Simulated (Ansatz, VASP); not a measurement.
One calculation of Sr, two programs

INCAR

```
SYSTEM = Sr
ALGO = Fast ; EDIFF = 1E-7
ENCUT = 520 ; GGA = PE
ISIF = 2 ; ISMEAR = 0
LASPH = .TRUE. ; LCHARG = .FALSE.
LREAL = .FALSE. ; LWAVE = .FALSE.
NBANDS = 11 ; NELM = 60
PREC = Accurate ; SIGMA = 0.15
```

Contents of KPOINTS:

```
k-points
0
G
  14 14 14
  0 0 0
```

The input POSCAR:

```
Sr
1.0
   -2.6190000000      2.6190000000      2.2310000000
    2.6190000000     -2.6190000000      2.2310000000
    2.6190000000      2.6190000000     -2.2310000000
Sr
1
Direct
    0.0000000000      0.0000000000      0.0000000000
```

Input for Ansatz:

```yaml
crystal:
  lattice:
    - [-2.619, 2.619, 2.231]
    - [2.619, -2.619, 2.231]
    - [2.619, 2.619, -2.231]
  atoms:
    - { symbol: Sr, position: [0.0, 0.0, 0.0] }
basis:
  ecutwfc: 420
kpoints:
  mp_grid: { grid: [14, 14, 14] }
hamiltonian:
  xc: pbe
scf:
  occupations: { method: gaussian, width: 0.15 }
output:
  forces: true
  stress: true
  eigenvalues: true
```

Change from the starting cell: strain +0.080 along x and y, -0.080 along z, atoms carried along.

Alike in both runs: task single point; functional PBE; k mesh 14 × 14 × 14; occupations gaussian, width 0.15 eV; no spin polarisation.

|  | VASP | Ansatz |
| --- | --- | --- |
| version | VASP 6.6.1 | Ansatz 0.2.0 |
| potentials or method | VASP PAW PBE potentials, release 64 (Sr_sv), cutoff 520 eV | scalar-relativistic, plane waves, PAW |
| valence electrons in the cell | 10 | 10 |

```csv
,VASP,Ansatz,Ansatz less VASP
gap on the k mesh at the Fermi level (eV),none,none,-
pressure (GPa),-1.0,-1.0,0.00
"traceless stress, the component that is largest in VASP (GPa)",0.50,0.50,-0.003
```

A gap of «none» marks a metal or a gap that the smearing closes.
